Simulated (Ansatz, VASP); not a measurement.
Be2Se: VASP beside Ansatz

```xyz
9
Lattice="3.4758 0.0001 0.0004 0.0001 3.4762 0.0001 -0.0012 -0.0005 11.2184" Properties=species:S:1:pos:R:3 pbc="T T T"
Be    1.7369   -0.0002    7.1980
Be   -0.0007   -0.0001    5.6092
Be   -0.0001    1.7377    4.0208
Be    1.7358    1.7357    5.6099
Be    1.7381    0.0003    1.3402
Be   -0.0007    1.7383    9.8783
Se    1.7372    1.7380    8.5247
Se    1.7380    1.7383    2.6940
Se    0.0003    0.0007   -0.0002
```

Change from the starting cell: cell x1, atoms moved at random (sigma 0.15 Å) and cell strained at random (1.5 %), then relaxed without symmetry.

Alike in both runs: functional PBE; k mesh 6 × 6 × 2; occupations gaussian, width 0.2 eV; no spin polarisation.

Ansatz relaxed the structure, and its values are those at the end. VASP's run is a single point on that final structure, the one shown.

|  | VASP | Ansatz |
| --- | --- | --- |
| version | VASP 6.6.1 | Ansatz 0.2.0 |
| potentials or method | VASP PAW PBE potentials, release 64 (Be, Se), cutoff 520 eV | scalar-relativistic, plane waves, PAW |
| valence electrons in the cell | 30 | 60 |

|  | VASP | Ansatz | Ansatz less VASP |
| --- | --- | --- | --- |
| gap on the k mesh at the Fermi level (eV) | none | none | - |
| pressure (GPa) | 0.2 | 0.0 | -0.16 |
| rms of the force components (eV/Å) | 0.005 | 0.001 | -0.0042 |

A gap of «none» marks a metal or a gap that the smearing closes. With one functional, cell and mesh, what is left measures potentials, basis and numerics. VASP's potentials hold 30 valence electrons a cell and Ansatz's 60, so a difference there can come from the potentials and not from the codes.
